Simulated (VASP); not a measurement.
# K (Pm-3m) in VASP: notebook

K is run at these levels: PBE; tasks: single point.

All numbers are computed with VASP 6.6.1; they aren't measurements. Logs are shortened: lines on timing, memory, paths and dates and some standing lists are left out, and cuts for length are marked.

## (1) The cell of the first run

It takes space group Pm-3m (No. 221, cubic). Conventional cell: a = 4.117 Å, b = 4.117 Å, c = 4.117 Å, α = 90.00°, β = 90.00°, γ = 90.00°. K (site symmetry m-3m) has 6 K at 4.12 Å within 5.4 Å.

This isn't the form of K at room conditions, which is bcc.

## (2) Single point, PBE (69.77 Å³/atom)

Input file INCAR:

```
ALGO     = Normal         # electronic algorithm
EDIFF    = 1E-6           # SCF threshold, eV
ENCUT    = 520            # plane-wave cutoff, eV
GGA      = PE             # functional
ISIF     = 2              # what is computed and relaxed
ISMEAR   = -1             # smearing method
LASPH    = T              # aspherical terms in the spheres
LCHARG   = F              # write CHGCAR
LREAL    = F              # projectors in reciprocal space
LWAVE    = F              # write WAVECAR
NBANDS   = 10             # bands
NELM     = 100            # most SCF steps
PREC     = Accurate       # precision mode
SIGMA    = 0.1            # smearing width, eV
```

Input file KPOINTS:

```
k-points
0
Gamma
  12 12 12
```

Input file POSCAR:

```
K
1.0
    4.1166926035      0.0000000000      0.0000000000
    0.0000000000      4.1166926035      0.0000000000
    0.0000000000      0.0000000000      4.1166926035
K
1
Direct
    0.0000000000      0.0000000000      0.0000000000
```

Potentials or basis: VASP PAW PBE potentials, release 64 (K_sv).

Started as:

```bash
$ cat potpaw_PBE.64/K_sv/POTCAR > POTCAR
$ mpirun -np 1 vasp_std > vasp.out
```

OUTCAR:

```text
EDIFF = 1E-6
   ENCUT = 520
   GGA = PE
   ISIF = 2
   ISMEAR = -1
   LASPH = T
   LREAL = F
   NELM = 100
   PREC = Accurate

 ion  position               nearest neighbor table
   1  0.000  0.000  0.000-

  LATTYP: Found a simple cubic cell.
 ALAT       =     4.1166926035

  Lattice vectors:

 A1 = (   4.1166926035,   0.0000000000,   0.0000000000)
 A2 = (   0.0000000000,   4.1166926035,   0.0000000000)
 A3 = (   0.0000000000,   0.0000000000,   4.1166926035)

Analysis of symmetry for initial positions (statically):
=====================================================================
 Subroutine PRICEL returns:
 Original cell was already a primitive cell.

 Routine SETGRP: Setting up the symmetry group for a
 simple cubic supercell.

 Subroutine GETGRP returns: Found 48 space group operations
 (whereof 48 operations were pure point group operations)
 out of a pool of 48 trial point group operations.

The static configuration has the point symmetry O_h .

Analysis of symmetry for dynamics (positions and initial velocities):
=====================================================================
 Subroutine PRICEL returns:
 Original cell was already a primitive cell.

 Routine SETGRP: Setting up the symmetry group for a
 simple cubic supercell.

 Subroutine GETGRP returns: Found 48 space group operations
 (whereof 48 operations were pure point group operations)
 out of a pool of 48 trial point group operations.

The dynamic configuration has the point symmetry O_h .

 Subroutine INISYM returns: Found 48 space group operations
 (whereof 48 operations are pure point group operations),
 and found     1 'primitive' translations

----------------------------------------------------------------------------------------

                                     Primitive cell

  volume of cell :      69.7662

  direct lattice vectors                    reciprocal lattice vectors
     4.116692603  0.000000000  0.000000000     0.242913449  0.000000000  0.000000000
     0.000000000  4.116692603  0.000000000     0.000000000  0.242913449  0.000000000
     0.000000000  0.000000000  4.116692603     0.000000000  0.000000000  0.242913449

  length of vectors
     4.116692603  4.116692603  4.116692603     0.242913449  0.242913449  0.242913449

  position of ions in fractional coordinates (direct lattice)
     0.000000000  0.000000000  0.000000000

  ion indices of the primitive-cell ions
   primitive index   ion index
                 1           1

----------------------------------------------------------------------------------------

 KPOINTS: k-points

Automatic generation of k-mesh.
 Grid dimensions read from file:
 generate k-points for:   12   12   12

 Generating k-lattice:

  Cartesian coordinates                     Fractional coordinates (reciprocal lattice)
     0.020242787  0.000000000  0.000000000     0.083333333  0.000000000  0.000000000
     0.000000000  0.020242787  0.000000000     0.000000000  0.083333333  0.000000000
     0.000000000  0.000000000  0.020242787     0.000000000  0.000000000  0.083333333

  Length of vectors
     0.020242787  0.020242787  0.020242787

  Shift w.r.t. Gamma in fractional coordinates (k-lattice)
     0.000000000  0.000000000  0.000000000

 Subroutine IBZKPT returns following result:
 ===========================================

 Found     84 irreducible k-points:

 Following reciprocal coordinates:
            Coordinates               Weight
  0.000000  0.000000  0.000000      1.000000
  0.083333  0.000000  0.000000      6.000000
  0.166667  0.000000  0.000000      6.000000
  0.250000  0.000000  0.000000      6.000000
  0.333333  0.000000  0.000000      6.000000
  0.416667  0.000000  0.000000      6.000000
[... 16 lines left out ...]
  0.333333  0.333333  0.000000     12.000000
  0.416667  0.333333  0.000000     24.000000
 [... further k-points ...]
   k-points           NKPTS =     84   k-points in BZ     NKDIM =     84   number of bands    NBANDS=     10
   number of dos      NEDOS =    301   number of ions     NIONS =      1
   total plane-waves  NPLWV =  32768
   dimension x,y,z NGX =    32 NGY =   32 NGZ =   32
   dimension x,y,z NGXF=    64 NGYF=   64 NGZF=   64
   ions per type =               1
   NGX,Y,Z   is equivalent  to a cutoff of  12.92, 12.92, 12.92 a.u.
   NGXF,Y,Z  is equivalent  to a cutoff of  25.85, 25.85, 25.85 a.u.
 SYSTEM =  unknown system
   PREC   = accura    normal or accurate (medium, high low for compatibility)
   ISTART =      0    job   : 0-new  1-cont  2-samecut
   ICHARG =      2    charge: 1-file 2-atom 10-const
   ISPIN  =      1    spin polarized calculation?
   LNONCOLLINEAR =      F non collinear calculations
   LSORBIT =      F    spin-orbit coupling
   LASPH  =      T    aspherical Exc in radial PAW
   ENCUT  =  520.0 eV  38.22 Ry    6.18 a.u.   7.65  7.65  7.65*2*pi/ulx,y,z
   NELM   =    100;   NELMIN=  2; NELMDL= -5     # of ELM steps
   EDIFF  = 0.1E-05   stopping-criterion for ELM
   LREAL  =      F    real-space projection
   EDIFFG = 0.1E-04   stopping-criterion for IOM
   NSW    =      0    number of steps for IOM
   IBRION =     -1    ionic relax: 0-MD 1-quasi-New 2-CG
   NFREE  =      0    steps in history (QN), initial steepest desc. (CG)
   ISIF   =      2    stress and relaxation
   ISYM   =      2    0-nonsym 1-usesym 2-fastsym
   POTIM  = 0.5000    time-step for ionic-motion
   TEBEG  =    0.0;   TEEND  =   0.0 temperature during run
   PSTRESS=    0.0 pullay stress
   NELECT =       9.0000    total number of electrons
   NUPDOWN=      -1.0000    fix difference up-down
   EMIN   =  10.00;   EMAX   =-10.00  energy-range for DOS
   EFERMI =   0.00;   METHOD = LEGACY
   ISMEAR =    -1;   SIGMA  =   0.10  broadening in eV -4-tet -1-fermi 0-gaus
   EFERMI_NEDOS =   21; number of points for ismear=-14 and -15
   IALGO  =     38    algorithm
   IMIX   =      4    mixing-type and parameters
     AMIX     =   0.40;   BMIX     =  1.00
     AMIX_MAG =   1.60;   BMIX_MAG =  1.00
  volume/ion in A,a.u.               =      69.77       470.81
  Fermi-wavevector in a.u.,A,eV,Ry     =   0.827194  1.563169  9.309779  0.684249
  Thomas-Fermi vector in A             =   1.939356
   LORBIT       =      0    0 simple, 1 ext, 2 COOP (PROOUT), +10 PAW based schemes
   GGA     = PE    functional components
   LHFCALC =     F    Hartree Fock is set to
   AEXX    =    0.0000 exact exchange contribution
   IVDW    =     0    specifies the selected vdW correction
   LEPSILON=     F    determine dielectric tensor
   LRPA    =     F    only Hartree local field effects (RPA)
 non-spin polarized calculation
  energy-cutoff  :      520.00
  volume of cell :       69.77
 maximum number of plane-waves:      1924
 NGX is ok and might be reduce to    32
   NGX = 15   NGY = 15   NGZ = 15

 number of electron       9.0000003 magnetization

 Free energy of the ion-electron system (eV)
  ---------------------------------------------------
  ext. energy  EPLUGINS =         0.00000000
  ---------------------------------------------------
  free energy    TOTEN  =        -0.94306027 eV

  energy without entropy =       -0.91805721  energy(sigma->0) =       -0.93055874

 E-fermi :   0.0371     XC(G=0):  -5.7730

 val. band max:        0.0189140099   @ k =   0.5000   0.0000   0.0000
 cond. band min:       0.0472474887   @ k =   0.4167   0.2500   0.0833
 fundamental gap:      0.0283334788
 Fermi energy:         0.0370863627

 k-point     1 :       0.0000    0.0000    0.0000
  band No.  band energies     occupation
      1     -32.2690      2.00000
      2     -15.6938      2.00000
      3     -15.6938      2.00000
      4     -15.6938      2.00000
      5      -2.2061      2.00000
      6       2.9360      0.00000
      7       2.9360      0.00000
      8       6.4727      0.00000
      9       6.4727      0.00000
     10       6.4728      0.00000

 k-point     2 :       0.0833    0.0000    0.0000
  band No.  band energies     occupation
      1     -32.2685      2.00000
      2     -15.7027      2.00000
      3     -15.6930      2.00000
      4     -15.6930      2.00000
      5      -2.1343      2.00000
      6       2.8862      0.00000
      7       2.9709      0.00000
      8       6.1516      0.00000
      9       6.1518      0.00000
     10       6.5358      0.00000

 k-point     3 :       0.1667    0.0000    0.0000
  band No.  band energies     occupation
      1     -32.2672      2.00000
      2     -15.7268      2.00000
      3     -15.6910      2.00000
      4     -15.6910      2.00000
      5      -1.9218      2.00000
      6       2.6764      0.00000
      7       3.0710      0.00000
      8       5.7211      0.00000
      9       5.7211      0.00000
     10       6.2046      0.00000

 k-point     4 :       0.2500    0.0000    0.0000
  band No.  band energies     occupation
      1     -32.2653      2.00000
      2     -15.7596      2.00000
      3     -15.6882      2.00000
      4     -15.6882      2.00000
      5      -1.5773      2.00000
      6       2.2193      0.00000
      7       3.2206      0.00000
      8       5.3517      0.00000
      9       5.3517      0.00000
     10       6.1247      0.00000
[... 222 lines left out ...]
 k-point    22 :       0.5000    0.2500    0.0000
  band No.  band energies     occupation
      1     -32.2578      2.00000
      2     -15.8154      2.00000
      3     -15.7452      2.00000
      4     -15.6772      2.00000
      5       0.5185      0.01610
      6       0.7039      0.00254
      7       3.5739      0.00000
      8       3.6035      0.00000
      9       5.0558      0.00000
     10       5.8249      0.00000

 k-point    23 :       0.3333    0.3333    0.0000
  band No.  band energies     occupation
      1     -32.2578      2.00000
      2     -15.7814      2.00000
      3     -15.7787      2.00000
      4     -15.6772      2.00000
      5      -0.1317      1.68785
      6       2.0974      0.00000
      7       2.5304      0.00000
      8       3.9533      0.00000
      9       5.2899      0.00000
     10       5.5567      0.00000

 k-point    24 :       0.4167    0.3333    0.0000
  band No.  band energies     occupation
      1     -32.2565      2.00000
      2     -15.8028      2.00000
      3     -15.7771      2.00000
      4     -15.6752      2.00000
      5       0.3501      0.08380
      6       1.6107      0.00000
      7       2.7660      0.00000
      8       3.6470      0.00000
      9       5.2211      0.00000
     10       5.5308      0.00000

 [... further k-points ...]

------------------------ aborting loop because EDIFF is reached ----------------------------------------

  FORCE on cell =-STRESS in cart. coord.  units (eV):
  Direction    XX          YY          ZZ          XY          YZ          ZX
  --------------------------------------------------------------------------------------
  -------------------------------------------------------------------------------------
  Total        0.1936223      0.1936223      0.1936223     -0.0000000      0.0000000     -0.0000000
  in kB        4.4465232      4.4465232      4.4465232     -0.0000000      0.0000000     -0.0000000
  external PRESSURE =       4.4465232 kB  Pullay stress =       0.0000000 kB

 VOLUME and BASIS-vectors are now :
 -----------------------------------------------------------------------------
  energy-cutoff  :      520.00
  volume of cell :       69.77
      direct lattice vectors                 reciprocal lattice vectors
     4.116692603  0.000000000  0.000000000     0.242913449  0.000000000  0.000000000
     0.000000000  4.116692603  0.000000000     0.000000000  0.242913449  0.000000000
     0.000000000  0.000000000  4.116692603     0.000000000  0.000000000  0.242913449

 POSITION                                       TOTAL-FORCE (eV/Angst)
 -----------------------------------------------------------------------------------
      0.00000      0.00000      0.00000         0.000000      0.000000      0.000000
 -----------------------------------------------------------------------------------
    total drift:                                0.000000      0.000000      0.000000

  FREE ENERGIE OF THE ION-ELECTRON SYSTEM (eV)
  ---------------------------------------------------
  free  energy   TOTEN  =        -0.9430602651 eV

  energy  without entropy=       -0.9180572127  energy(sigma->0) =       -0.93055874
```

Wall time 15 s (1 thread of Intel Xeon Platinum 8488C (Sapphire Rapids), shared host); peak memory 0.2 GiB.

Results:

```yaml
Free_energy: -0.9431 eV
Pressure: 0.4 GPa
Band_gap_on_the_k_mesh: zero (an odd number of electrons rules out a gap without spin polarisation)
```

## (3) Single point, PBE (72.94 Å³/atom)

This run uses another cell than the first one, of 72.94 Å³/atom.

Input file INCAR:

```
  PREC = Accurate
  ENCUT = 520
  EDIFF = 1E-7
  ISMEAR = -1
  SIGMA = 0.1
  LREAL = False
  LASPH = True
  NELM = 60
  ALGO = Normal
  ISIF = 2
  LWAVE = False
  LCHARG = True
  GGA = PE
  LELF = True
  LVHAR = True
  NBANDS = 10
```

Input file KPOINTS:

```
Automatic mesh
0
Gamma
  12 12 12
```

Input file POSCAR:

```
K
1.0
    4.1781448365      0.0000000000      0.0000000000
    0.0000000000      4.1781448365      0.0000000000
    0.0000000000      0.0000000000      4.1781448365
K
1
Direct
    0.0000000000      0.0000000000      0.0000000000
```

Potentials or basis: VASP PAW PBE potentials, release 64 (K_sv).

Started as:

```bash
$ cat potpaw_PBE.64/K_sv/POTCAR > POTCAR
$ mpirun -np 1 vasp_std > vasp.out
```

OUTCAR:

```text
PREC = Accurate
   ENCUT = 520
   EDIFF = 1E-7
   ISMEAR = -1
   LREAL = False
   LASPH = True
   NELM = 60
   ISIF = 2
   GGA = PE

 ion  position               nearest neighbor table
   1  0.000  0.000  0.000-

  LATTYP: Found a simple cubic cell.
 ALAT       =     4.1781448365

  Lattice vectors:

 A1 = (   4.1781448365,   0.0000000000,   0.0000000000)
 A2 = (   0.0000000000,   4.1781448365,   0.0000000000)
 A3 = (   0.0000000000,   0.0000000000,   4.1781448365)

Analysis of symmetry for initial positions (statically):
=====================================================================
 Subroutine PRICEL returns:
 Original cell was already a primitive cell.

 Routine SETGRP: Setting up the symmetry group for a
 simple cubic supercell.

 Subroutine GETGRP returns: Found 48 space group operations
 (whereof 48 operations were pure point group operations)
 out of a pool of 48 trial point group operations.

[... 163 lines left out ...]
 cond. band min:      -0.0549846029   @ k =   0.4167   0.2500   0.0833
 fundamental gap:      0.0400063406
 Fermi energy:        -0.0658020816

 k-point     1 :       0.0000    0.0000    0.0000
  band No.  band energies     occupation
      1     -32.3829      2.00000
      2     -15.8140      2.00000
      3     -15.8140      2.00000
      4     -15.8140      2.00000
      5      -2.2461      2.00000
      6       2.8320      0.00000
      7       2.8320      0.00000
      8       6.2711      0.00000
      9       6.2711      0.00000
     10       6.2711      0.00000
[... 287 lines left out ...]
 k-point    24 :       0.4167    0.3333    0.0000
  band No.  band energies     occupation
      1     -32.3725      2.00000
      2     -15.9087      2.00000
      3     -15.8865      2.00000
      4     -15.7980      2.00000
      5       0.2489      0.08243
      6       1.4767      0.00000
      7       2.6001      0.00000
      8       3.4800      0.00000
      9       5.0544      0.00000
     10       5.3556      0.00000

 [... further k-points ...]

------------------------ aborting loop because EDIFF is reached ----------------------------------------

  FORCE on cell =-STRESS in cart. coord.  units (eV):
  Direction    XX          YY          ZZ          XY          YZ          ZX
  --------------------------------------------------------------------------------------
  -------------------------------------------------------------------------------------
  Total        0.1217704      0.1217704      0.1217704     -0.0000000     -0.0000000     -0.0000000
  in kB        2.6748647      2.6748647      2.6748647     -0.0000000     -0.0000000     -0.0000000
  external PRESSURE =       2.6748647 kB  Pullay stress =       0.0000000 kB

 VOLUME and BASIS-vectors are now :
 -----------------------------------------------------------------------------
  energy-cutoff  :      520.00
  volume of cell :       72.94
      direct lattice vectors                 reciprocal lattice vectors
     4.178144836  0.000000000  0.000000000     0.239340674  0.000000000  0.000000000
     0.000000000  4.178144836  0.000000000     0.000000000  0.239340674  0.000000000
     0.000000000  0.000000000  4.178144836     0.000000000  0.000000000  0.239340674

 POSITION                                       TOTAL-FORCE (eV/Angst)
 -----------------------------------------------------------------------------------
      0.00000      0.00000      0.00000         0.000000      0.000000      0.000000
 -----------------------------------------------------------------------------------
    total drift:                               -0.000000      0.000000      0.000000

  FREE ENERGIE OF THE ION-ELECTRON SYSTEM (eV)
  ---------------------------------------------------
  free  energy   TOTEN  =        -0.9503458943 eV

  energy  without entropy=       -0.9249549897  energy(sigma->0) =       -0.93765044
```

OSZICAR:

```text
N       E                     dE             d eps       ncg     rms          rms(c)
DAV:   1     0.463799566574E+02    0.46380E+02   -0.35673E+03  1680   0.688E+02
DAV:   2     0.718992152494E+00   -0.45661E+02   -0.44886E+02  1788   0.189E+02
DAV:   3    -0.873151842705E+00   -0.15921E+01   -0.15877E+01  2534   0.288E+01
DAV:   4    -0.950672437129E+00   -0.77521E-01   -0.77052E-01  2392   0.481E+00
DAV:   5    -0.952255256287E+00   -0.15828E-02   -0.15826E-02  2490   0.579E-01    0.201E+00
DAV:   6    -0.950995998925E+00    0.12593E-02   -0.21769E-03  2472   0.301E-01    0.127E+00
DAV:   7    -0.950299576199E+00    0.69642E-03   -0.41409E-03  2272   0.387E-01    0.809E-02
DAV:   8    -0.950339162056E+00   -0.39586E-04   -0.34180E-04  2374   0.183E-01    0.273E-02
DAV:   9    -0.950349281565E+00   -0.10120E-04   -0.20591E-05  2522   0.398E-02    0.134E-02
DAV:  10    -0.950346217212E+00    0.30644E-05   -0.89163E-06  2248   0.250E-02    0.293E-03
DAV:  11    -0.950346052747E+00    0.16447E-06   -0.32532E-07  2376   0.342E-03    0.833E-04
DAV:  12    -0.950345871756E+00    0.18099E-06   -0.54002E-08  1884   0.136E-03    0.374E-04
DAV:  13    -0.950345894256E+00   -0.22500E-07   -0.93232E-10  1034   0.216E-04
   1 F= -.95034589E+00 E0= -.93765044E+00  d E =-.253909E-01
```

Run time: 18 s. Hardware: 1 thread of Intel Xeon Platinum 8488C (Sapphire Rapids), shared host; peak memory 0.2 GiB.

What came out:

* Free energy: -0.9503 eV
* Pressure: 0.3 GPa
* Band gap on the k mesh: zero (an odd number of electrons rules out a gap without spin polarisation)

(Part 1 of 2 ends here.)
